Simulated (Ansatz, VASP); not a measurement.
**One calculation of SiW3, two programs**

```
Si W
1.0
    -2.60377    2.60377    2.60377
     2.60377   -2.60377    2.60377
     2.60377    2.60377   -2.60377
Si W
1 3
Cartesian
  0.0000 0.0000 0.0000
  0.0000 0.0000 2.5538
  0.0000 2.6038 0.0000
  2.6038 0.0000 0.0000
```

Alike in both runs: task single point; functional PBE; k mesh 14 × 14 × 14; occupations gaussian, width 0.15 eV; no spin polarisation.

|  | VASP | Ansatz |
| --- | --- | --- |
| version | VASP 6.6.1 | Ansatz 0.2.0 |
| potentials or method | VASP PAW PBE potentials, release 64 (Si, W_sv), cutoff 520 eV | scalar-relativistic, plane waves, PAW |
| valence electrons in the cell | 46 | 46 |

|  | VASP | Ansatz | Ansatz less VASP |
| --- | --- | --- | --- |
| gap on the k mesh at the Fermi level (eV) | none | none | - |
| pressure (GPa) | 0.4 | 0.1 | -0.34 |
| traceless stress, the component that is largest in VASP (GPa) | 0.27 | 0.27 | -0.002 |
| rms of the force components (eV/Å) | 0.164 | 0.163 | -0.0003 |

Atom by atom the forces differ by 0.001 eV/Å (rms over components). A gap of «none» marks a metal or a gap that the smearing closes. The functional is the same, so the differences come from potentials, cutoffs and numerics.

Neither program's run includes spin-orbit coupling.
